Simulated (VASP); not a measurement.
Mo, 2 atoms in the cell. The typed cell holds 2 atoms: a = 2.894 Å, b = 2.894 Å, c = 4.467 Å, α = 97.19°, β = 97.19°, γ = 127.88°. 

- Program: VASP 6.6.1
- Task: single point
- Functional: PBE
- Potentials or basis: VASP PAW PBE potentials, release 64 (Mo_sv)
- Cutoff: 520 eV
- k mesh: 15 × 15 × 8
- Occupations: fermi-dirac, width 0.1 eV
- Spin: no spin polarisation
- Dipole correction: no
- Further INCAR settings: ALGO = Normal; EDIFF = 1e-07; NBANDS = 21

Potentials or basis: VASP PAW PBE potentials, release 64 (Mo_sv).

Command:

```console
$ cat potpaw_PBE.64/Mo_sv/POTCAR > POTCAR
$ mpirun -np 1 vasp_std > vasp.out
```

Hardware: 1 thread of Intel(R) Xeon(R) Platinum 8259CL CPU @ 2.50GHz (Skylake/Cascade Lake), on a shared host.

Q: How long does it take, and how much memory?

A: Run time: 3.2 min on 1 thread of Intel(R) Xeon(R) Platinum 8259CL CPU @ 2.50GHz (Skylake/Cascade Lake), on a shared host, peak memory 0.34 GiB. Counts: scf iterations 13, k points 488.
